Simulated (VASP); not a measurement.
Here is a VASP 6.6.1 calculation.

Contents of INCAR:

```
PREC     = Accurate       # precision mode
ENCUT    = 600            # plane-wave cutoff, eV
EDIFF    = 1E-6           # SCF threshold, eV
ISMEAR   = -1             # smearing method
SIGMA    = 0.08           # smearing width, eV
LREAL    = F              # projectors in reciprocal space
LASPH    = T              # aspherical terms in the spheres
NELM     = 60             # most SCF steps
ALGO     = Normal         # electronic algorithm
ISIF     = 3              # what is computed and relaxed
LWAVE    = F              # write WAVECAR
LCHARG   = F              # write CHGCAR
GGA      = PE             # functional
IBRION   = 2              # ionic algorithm
NSW      = 32             # ionic steps
EDIFFG   = -0.005         # ionic threshold
PSTRESS  = 23.0
```

The input KPOINTS:

```
regular mesh
0
Gamma
  15 15 8
```

The input POSCAR:

```
S
1.0
    3.2990761964      0.0000000000      0.0000000000
   -1.6495380982      2.8570837951      0.0000000000
    0.0000000000      0.0000000000      3.5024432590
S
2
Direct
    0.3333333333      0.6666666667      0.2500000000
    0.6666666667      0.3333333333      0.7500000000
```

Potentials or basis: VASP PAW PBE potentials, release 64 (S).

The run is started by

```console
$ cat potpaw_PBE.64/S/POTCAR > POTCAR
$ mpirun -np 1 vasp_std > vasp.out
```

(1) Estimate the band gap on the k mesh.

(2) What does it give for the space group after relaxing (to 0.1 Å)?

(3) Estimate the relaxed cell.

Answers

(1) zero (bands 6 and 7 overlap by 2.30 eV).

(2) P6_3/mmc (No. 194).

(3) a = 3.298 Å, b = 3.298 Å, c = 3.501 Å, α = 90.00°, β = 90.00°, γ = 120.00°.

Caveat: the cell is relaxed towards a set pressure, so the run minimises the enthalpy, not the energy.
